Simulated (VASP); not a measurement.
A run of VASP 6.6.1:

INCAR

```
SYSTEM = Hg
PREC = Accurate ; ENCUT = 600
EDIFF = 1E-7 ; ISMEAR = 0
SIGMA = 0.1 ; LREAL = .FALSE.
LASPH = .TRUE. ; NELM = 60
ALGO = Fast ; ISIF = 3
LWAVE = .FALSE. ; LCHARG = .FALSE.
GGA = PE ; IBRION = 2
NSW = 100 ; EDIFFG = -0.01
```

The input KPOINTS:

```
regular mesh
0
G
  14 14 14
  0 0 0
```

Contents of POSCAR:

```
Hg
1.0
   -2.0584332789      2.0584332789      2.0584332789
    2.0584332789     -2.0584332789      2.0584332789
    2.0584332789      2.0584332789     -2.0584332789
Hg
1
Direct
    0.0000000000      0.0000000000      0.0000000000
```

Potentials or basis: VASP PAW PBE potentials, release 64 (Hg).

Run with:

```sh
$ cat potpaw_PBE.64/Hg/POTCAR > POTCAR
$ mpirun -np 1 vasp_std > vasp.out
```

Hardware: 1 thread of Intel(R) Xeon(R) 6975P-C (Granite Rapids) (shared host).

Task: Estimate the wall time of this run.

Result: Wall time 41 s on 1 thread of Intel(R) Xeon(R) 6975P-C (Granite Rapids), with other jobs on the host, peak memory 0.19 GiB. Counts: scf iterations 36, k points 104, ion steps 4.
